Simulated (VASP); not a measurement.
**Bi: single point with PBEsol**

Bi:

```xyz
2
Lattice="4.5390 0.0000 0.0000 -2.2695 3.9309 0.0000 0.0000 0.0000 11.5924" Properties=species:S:1:pos:R:3 pbc="T T T"
Bi    0.0000    2.6206    2.8981
Bi    2.2695    1.3103    8.6943
```

This cell differs from its parent crystal: zz strain of -2 %.

```
Program                : VASP 6.6.1
Task                   : single point
Functional             : PBEsol
Potentials or basis    : VASP PAW PBE potentials, release 64 (Bi_d)
Cutoff                 : 520 eV
k mesh                 : 9 × 9 × 3
Occupations            : fermi-dirac, width 0.03 eV
Spin                   : no spin polarisation
Dipole correction      : no
Further INCAR settings : ALGO = Normal; EDIFF = 1e-06; NBANDS = 22
```

```json
{"Pressure": "-3.7 GPa", "Band gap on the k mesh": "zero (band 15 reaches 0.35 eV, above the bottom of band 16 at -1.79 eV)"}
```

Stress tensor (GPa, compression positive):
```
-5.23  0.00  0.00
 0.00 -5.23  0.00
 0.00  0.00 -0.51
```

Levels at points of the mesh, in eV from the Fermi level:
```tsv
k point	band 13	band 14	band 15	band 16	band 17	band 18
(0.00, 0.00, 0.00)	-0.87	-0.30	1.42	1.42	1.44	1.44
```

Wall time 78 s on 1 thread of Intel(R) Xeon(R) Platinum 8259CL CPU @ 2.50GHz (Skylake/Cascade Lake), on a shared host, peak memory 0.36 GiB.

Caveat: the cell differs from its parent crystal (zz strain of -2 %); the PAW data sets were made with another functional, which shifts forces and pressure a little; spin-orbit coupling is left out, which moves the levels of the heavy elements.
